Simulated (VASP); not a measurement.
# Si2AgIr2C (I4/mmm) in VASP: single point with PBEsol

Aim: the single point of Si2AgIr2C with PBEsol.

All numbers are computed with VASP 6.6.1; they aren't measurements. Logs are shortened: lines on timing, memory, paths and dates and some standing lists are left out, and cuts for length are marked.

**1. The cell of the first run**

The structure is tetragonal, space group I4/mmm (No. 139). Conventional cell: a = 3.906 Å, b = 3.906 Å, c = 10.510 Å, α = 90.00°, β = 90.00°, γ = 90.00°. Ir (site symmetry -4m2) has 4 Si at 2.24 Å and 4 Ir at 2.76 Å within 3.0 Å. Within 2.0 Å of C (site symmetry 4/mmm) lie 2 Si at 1.52 Å. Within 2.0 Å of Si (site symmetry 4mm) lie 1 C at 1.52 Å. Ag (site symmetry 4/mmm) has 4 C at 2.76 Å and 10 Si at 3.15 to 3.73 Å and 8 Ir at 3.27 Å and 4 Ag at 3.91 Å within 4.0 Å.

**2. Single point, PBEsol**

INCAR

```
SYSTEM = Si2AgIr2C
PREC = Accurate ; ENCUT = 600
EDIFF = 1E-6 ; ISMEAR = -1
SIGMA = 0.0273 ; LREAL = .False.
LASPH = .True. ; NELM = 120
ALGO = Normal ; ISIF = 2
LWAVE = .False. ; LCHARG = .False.
GGA = PS ; NBANDS = 30
GGA_COMPAT = .False.
```

KPOINTS

```
Automatic mesh
0
Gamma
  9 9 9
  0 0 0
```

POSCAR

```
Si2AgIr2C
1.0
    0.0000000000      3.9060290000      0.0000000000
    3.9060290000      0.0000000000      0.0000000000
    1.9530150000      1.9530150000     -5.2552280000
Ir C Si Ag
2 1 2 1
Direct
    0.7500000000      0.2500000000      0.5000000000
    0.2500000000      0.7500000000      0.5000000000
    0.0000000000      0.0000000000      0.0000000000
    0.1450000000      0.1450000000      0.7100000000
    0.8550000000      0.8550000000      0.2900000000
    0.5000000000      0.5000000000      0.0000000000
```

Potentials or basis: VASP PAW PBE potentials, release 64 (Ir, C, Si, Ag).

On the command line:

```
cat potpaw_PBE.64/Ir/POTCAR potpaw_PBE.64/C/POTCAR potpaw_PBE.64/Si/POTCAR potpaw_PBE.64/Ag/POTCAR > POTCAR
mpirun -np 1 vasp_std > vasp.out
```

OUTCAR:

```text
SYSTEM = Si2AgIr2C
   PREC = Accurate
   ENCUT = 600
   EDIFF = 1E-6
   ISMEAR = -1
   LREAL = .False.
   LASPH = .True.
   NELM = 120
   ISIF = 2
   GGA = PS

 ion  position               nearest neighbor table
   1  0.750  0.250  0.500-   5 2.24   4 2.24   5 2.24   4 2.24   2 2.76   2 2.76   2 2.76   2 2.76
                             6 3.27   6 3.27   6 3.27   6 3.27
   2  0.250  0.750  0.500-   5 2.24   4 2.24   5 2.24   4 2.24   1 2.76   1 2.76   1 2.76   1 2.76
                             6 3.27   6 3.27   6 3.27   6 3.27
   3  0.000  0.000  0.000-   4 1.52   5 1.52   6 2.76   6 2.76   6 2.76   6 2.76
   4  0.145  0.145  0.710-   3 1.52   2 2.24   1 2.24   2 2.24   1 2.24   5 3.05   6 3.15   6 3.15
                             6 3.15   6 3.15
   5  0.855  0.855  0.290-   3 1.52   1 2.24   2 2.24   2 2.24   1 2.24   4 3.05   6 3.15   6 3.15
                             6 3.15   6 3.15
   6  0.500  0.500  0.000-   3 2.76   3 2.76   3 2.76   3 2.76   4 3.15   5 3.15   4 3.15   5 3.15
                             4 3.15   5 3.15   4 3.15   5 3.15   2 3.27   1 3.27   2 3.27   1 3.27

  LATTYP: Found a body centered tetragonal cell.
 ALAT       =     3.9060290000
 C/A-ratio  =     2.6908289723

  Lattice vectors:

 A1 = (  -1.9530150000,   1.9530140000,   5.2552280000)
 A2 = (   1.9530140000,  -1.9530150000,   5.2552280000)
 A3 = (   1.9530150000,   1.9530150000,  -5.2552280000)

Analysis of symmetry for initial positions (statically):
=====================================================================
 Subroutine PRICEL returns:
 Original cell was already a primitive cell.

 Routine SETGRP: Setting up the symmetry group for a
 body centered tetragonal supercell.

 Subroutine GETGRP returns: Found 16 space group operations
 (whereof 16 operations were pure point group operations)
 out of a pool of 16 trial point group operations.

The static configuration has the point symmetry D_4h.

Analysis of symmetry for dynamics (positions and initial velocities):
=====================================================================
 Subroutine PRICEL returns:
 Original cell was already a primitive cell.

 Routine SETGRP: Setting up the symmetry group for a
 body centered tetragonal supercell.

 Subroutine GETGRP returns: Found 16 space group operations
 (whereof 16 operations were pure point group operations)
 out of a pool of 16 trial point group operations.

The dynamic configuration has the point symmetry D_4h.

 Subroutine INISYM returns: Found 16 space group operations
 (whereof 16 operations are pure point group operations),
 and found     1 'primitive' translations

----------------------------------------------------------------------------------------

                                     Primitive cell

  volume of cell :      80.1793

  direct lattice vectors                    reciprocal lattice vectors
     0.000000000  3.906029000  0.000000000     0.000000000  0.256014484  0.095143375
     3.906029000  0.000000000  0.000000000     0.256014484  0.000000000  0.095143375
     1.953015000  1.953015000 -5.255228000     0.000000000  0.000000000 -0.190286701

  length of vectors
     3.906029000  3.906029000  5.936830511     0.273122093  0.273122093  0.190286701

  position of ions in fractional coordinates (direct lattice)
     0.750000000  0.250000000  0.500000000
     0.250000000  0.750000000  0.500000000
     0.000000000  0.000000000  0.000000000
     0.145000000  0.145000000  0.710000000
     0.855000000  0.855000000  0.290000000
     0.500000000  0.500000000  0.000000000

  ion indices of the primitive-cell ions
   primitive index   ion index
                 1           1
                 2           2
                 3           3
                 4           4
                 5           5
                 6           6

----------------------------------------------------------------------------------------

 KPOINTS: Automatic mesh

Automatic generation of k-mesh.
 Grid dimensions read from file:
 generate k-points for:    9    9    9

 Generating k-lattice:

  Cartesian coordinates                     Fractional coordinates (reciprocal lattice)
     0.000000000  0.028446054  0.010571486     0.111111111  0.000000000 -0.000000000
     0.028446054  0.000000000  0.010571486     0.000000000  0.111111111 -0.000000000
     0.000000000  0.000000000 -0.021142967     0.000000000  0.000000000  0.111111111

  Length of vectors
     0.030346899  0.030346899  0.021142967

  Shift w.r.t. Gamma in fractional coordinates (k-lattice)
     0.000000000  0.000000000  0.000000000

 Subroutine IBZKPT returns following result:
 ===========================================

 Found     75 irreducible k-points:

 Following reciprocal coordinates:
            Coordinates               Weight
  0.000000  0.000000  0.000000      1.000000
  0.111111  0.000000 -0.000000      8.000000
  0.222222  0.000000  0.000000      8.000000
  0.333333  0.000000  0.000000      8.000000
  0.444444  0.000000  0.000000      8.000000
  0.111111  0.111111 -0.000000      8.000000
[... 16 lines left out ...]
 -0.333333  0.333333  0.000000      4.000000
  0.444444  0.444444  0.000000      8.000000
 [... further k-points ...]
   k-points           NKPTS =     75   k-points in BZ     NKDIM =     75   number of bands    NBANDS=     30
   number of dos      NEDOS =    301   number of ions     NIONS =      6
   total plane-waves  NPLWV =  49152
   dimension x,y,z NGX =    32 NGY =   32 NGZ =   48
   dimension x,y,z NGXF=    64 NGYF=   64 NGZF=   96
   ions per type =               2   1   2   1
   NGX,Y,Z   is equivalent  to a cutoff of  13.62, 13.62, 13.44 a.u.
   NGXF,Y,Z  is equivalent  to a cutoff of  27.24, 27.24, 26.88 a.u.
 SYSTEM =  Si2AgIr2C
   PREC   = accura    normal or accurate (medium, high low for compatibility)
   ISTART =      0    job   : 0-new  1-cont  2-samecut
   ICHARG =      2    charge: 1-file 2-atom 10-const
   ISPIN  =      1    spin polarized calculation?
   LNONCOLLINEAR =      F non collinear calculations
   LSORBIT =      F    spin-orbit coupling
   LASPH  =      T    aspherical Exc in radial PAW
   ENCUT  =  600.0 eV  44.10 Ry    6.64 a.u.   7.80  7.80 11.86*2*pi/ulx,y,z
   NELM   =    120;   NELMIN=  2; NELMDL= -5     # of ELM steps
   EDIFF  = 0.1E-05   stopping-criterion for ELM
   LREAL  =      F    real-space projection
   EDIFFG = 0.1E-04   stopping-criterion for IOM
   NSW    =      0    number of steps for IOM
   IBRION =     -1    ionic relax: 0-MD 1-quasi-New 2-CG
   NFREE  =      0    steps in history (QN), initial steepest desc. (CG)
   ISIF   =      2    stress and relaxation
   ISYM   =      2    0-nonsym 1-usesym 2-fastsym
   POTIM  = 0.5000    time-step for ionic-motion
   TEBEG  =    0.0;   TEEND  =   0.0 temperature during run
   PSTRESS=    0.0 pullay stress
   NELECT =      41.0000    total number of electrons
   NUPDOWN=      -1.0000    fix difference up-down
   EMIN   =  10.00;   EMAX   =-10.00  energy-range for DOS
   EFERMI =   0.00;   METHOD = LEGACY
   ISMEAR =    -1;   SIGMA  =   0.03  broadening in eV -4-tet -1-fermi 0-gaus
   EFERMI_NEDOS =   21; number of points for ismear=-14 and -15
   IALGO  =     38    algorithm
   IMIX   =      4    mixing-type and parameters
     AMIX     =   0.40;   BMIX     =  1.00
     AMIX_MAG =   1.60;   BMIX_MAG =  1.00
  volume/ion in A,a.u.               =      13.36        90.18
  Fermi-wavevector in a.u.,A,eV,Ry     =   1.309128  2.473892 23.317867  1.713815
  Thomas-Fermi vector in A             =   2.439747
   LORBIT       =      0    0 simple, 1 ext, 2 COOP (PROOUT), +10 PAW based schemes
   GGA     = PS    functional components
   LHFCALC =     F    Hartree Fock is set to
   AEXX    =    0.0000 exact exchange contribution
   IVDW    =     0    specifies the selected vdW correction
   LEPSILON=     F    determine dielectric tensor
   LRPA    =     F    only Hartree local field effects (RPA)
 non-spin polarized calculation
  energy-cutoff  :      600.00
  volume of cell :       80.18
 maximum number of plane-waves:      2692
   NGX = 15   NGY = 15   NGZ = 23

 number of electron      41.0000000 magnetization

 Free energy of the ion-electron system (eV)
  ---------------------------------------------------
  ext. energy  EPLUGINS =         0.00000000
  ---------------------------------------------------
  free energy    TOTEN  =       -39.91622075 eV

  energy without entropy =      -39.90645291  energy(sigma->0) =      -39.91133683

 E-fermi :   8.4891     XC(G=0): -12.3698

 val. band max:        8.4651433104   @ k =   0.4444   0.4444   0.0000
 cond. band min:       8.4921567975   @ k =  -0.3333   0.1111  -0.0000
 fundamental gap:      0.0270134871
 Fermi energy:         8.4891325853

 k-point     1 :       0.0000    0.0000    0.0000
  band No.  band energies     occupation
      1      -4.9620      2.00000
      2      -1.3028      2.00000
      3      -1.1506      2.00000
      4       2.1072      2.00000
      5       2.6112      2.00000
      6       2.9655      2.00000
[... 22 lines left out ...]
     29      17.7729      0.00000
     30      17.9131      0.00000

 k-point     2 :       0.1111    0.0000   -0.0000
  band No.  band energies     occupation
      1      -4.8740      2.00000
      2      -1.4183      2.00000
      3      -0.8682      2.00000
      4       2.1495      2.00000
      5       2.6236      2.00000
      6       2.8508      2.00000
[... 22 lines left out ...]
     29      17.6530      0.00000
     30      18.0339      0.00000

 k-point     3 :       0.2222    0.0000    0.0000
  band No.  band energies     occupation
      1      -4.6413      2.00000
      2      -1.4476      2.00000
      3      -0.3748      2.00000
      4       2.2314      2.00000
      5       2.6639      2.00000
      6       2.7097      2.00000
[... 682 lines left out ...]
     29      17.7403      0.00000
     30      17.9386      0.00000

 k-point    24 :       0.4444    0.4444    0.0000
  band No.  band energies     occupation
      1      -3.9397      2.00000
      2      -0.5858      2.00000
      3       1.1725      2.00000
      4       1.2816      2.00000
      5       2.3147      2.00000
      6       3.6683      2.00000
[... 22 lines left out ...]
     29      18.0859      0.00000
     30      18.1942      0.00000

 [... further k-points ...]

------------------------ aborting loop because EDIFF is reached ----------------------------------------

  FORCE on cell =-STRESS in cart. coord.  units (eV):
  Direction    XX          YY          ZZ          XY          YZ          ZX
  --------------------------------------------------------------------------------------
  -------------------------------------------------------------------------------------
  Total       12.8016848     12.8016848     45.0041325      0.0000000     -0.0000043     -0.0000043
  in kB      255.8086482    255.8086482    899.2914976      0.0000000     -0.0000856     -0.0000856
  external PRESSURE =     470.3029313 kB  Pullay stress =       0.0000000 kB

 VOLUME and BASIS-vectors are now :
 -----------------------------------------------------------------------------
  energy-cutoff  :      600.00
  volume of cell :       80.18
      direct lattice vectors                 reciprocal lattice vectors
     0.000000000  3.906029000  0.000000000     0.000000000  0.256014484  0.095143375
     3.906029000  0.000000000  0.000000000     0.256014484  0.000000000  0.095143375
     1.953015000  1.953015000 -5.255228000     0.000000000  0.000000000 -0.190286701

 POSITION                                       TOTAL-FORCE (eV/Angst)
 -----------------------------------------------------------------------------------
      1.95301      3.90603     -2.62761         0.000000     -0.000000      0.000000
      3.90603      1.95301     -2.62761         0.000000      0.000000      0.000000
      0.00000      0.00000      0.00000        -0.000000     -0.000000      0.000000
      1.95301      1.95301     -3.73121        -0.000001     -0.000001      6.483657
      3.90603      3.90603     -1.52402         0.000001      0.000001     -6.483657
      1.95301      1.95301      0.00000        -0.000000     -0.000000      0.000000
 -----------------------------------------------------------------------------------
    total drift:                               -0.000000     -0.000000      0.000000

  FREE ENERGIE OF THE ION-ELECTRON SYSTEM (eV)
  ---------------------------------------------------
  free  energy   TOTEN  =       -39.9162207486 eV

  energy  without entropy=      -39.9064529084  energy(sigma->0) =      -39.91133683
```

Run time: 3 min. Hardware: 1 thread of Intel Xeon 8259CL, shared host; peak memory 0.38 GiB.

What came out:

| Item | Value |
| --- | --- |
| Free energy | -39.9162 eV |
| Pressure | 47.0 GPa |
| Largest force | 6.484 eV/Å |
| Band gap on the k mesh | zero (an odd number of electrons rules out a gap without spin polarisation) |

Forces on the atoms (eV/Å):
```
Ir   0.000  0.000  0.000
Ir   0.000  0.000  0.000
C    0.000  0.000  0.000
Si   0.000  0.000  6.484
Si   0.000  0.000 -6.484
Ag   0.000  0.000  0.000
```

Levels at points of the mesh, in eV from the Fermi level:
| k point | band 17 | band 18 | band 19 | band 20 | band 21 | band 22 | band 23 | band 24 |
| --- | --- | --- | --- | --- | --- | --- | --- | --- |
| (0.00, 0.00, 0.00) | -1.04 | -1.04 | -0.57 | 0.13 | 1.39 | 1.39 | 1.72 | 1.98 |

Caveat: the stress differs along the axes, from 26 to 90 GPa; the PAW data sets were made with another functional, which shifts forces and pressure a little; spin-orbit coupling is left out, which moves the levels of the heavy elements; an odd number of electrons without spin polarisation forces a metal; a magnetic or distorted state may lie lower.

The gap in the log of VASP goes by the Fermi energy; the results here count the filled bands.